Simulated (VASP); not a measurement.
**Ag: single point with HSE06**

Ag:

```
Ag
1.0
     2.98747    0.00000    0.00000
    -1.49373    2.58722    0.00000
     0.00000    0.00000    4.88395
Ag
2
Direct
  0.66667 0.33333 0.75000
  0.33333 0.66667 0.25000
```

This isn't the form of Ag at room conditions, which is fcc.

```
Program                            : VASP 6.6.1
Task                               : single point
Functional                         : HSE06
Potentials or basis                : VASP PAW PBE potentials, release 64 (Ag)
Cutoff                             : 520 eV
k mesh                             : 6 × 6 × 4
Occupations                        : fermi-dirac, width 0.05 eV
Spin                               : no spin polarisation
Dipole correction                  : no
Grid for exact exchange (PRECFOCK) : Normal
Further INCAR settings             : ALGO = Normal; EDIFF = 1e-07; NBANDS = 18
Share of exact exchange            : 0.25
Screening parameter                : 0.2079 1/Å
```

The pressure is -3.7 GPa and the band gap on the k mesh is zero (bands 11 and 12 overlap by 8.82 eV).

Stress tensor (GPa, compression positive):
```
-2.55  0.00  0.00
 0.00 -2.55  0.00
 0.00  0.00 -6.12
```

Levels at points of the mesh, in eV from the Fermi level:
```tsv
k point	band 9	band 10	band 11	band 12	band 13	band 14
(0.00, 0.00, 0.00)	-4.99	-4.05	-4.05	0.09	3.76	16.40
(0.50, 0.00, 0.00)	-3.89	-3.80	0.31	1.71	7.44	7.61
(0.00, 0.00, 0.50)	-4.35	-4.35	-4.35	-4.35	11.49	11.49
(0.50, 0.00, 0.50)	-3.85	-3.85	1.25	1.25	4.82	4.82
```

It took 52 min on 1 thread of AMD EPYC 7R13 Processor (Zen 3) (shared host), peak memory 0.25 GiB.

Caveat: the k points lie up to 0.40 Å⁻¹ apart, too coarse for converged energies and pressures of a metal; the PAW data sets were made with another functional, which shifts forces and pressure a little.
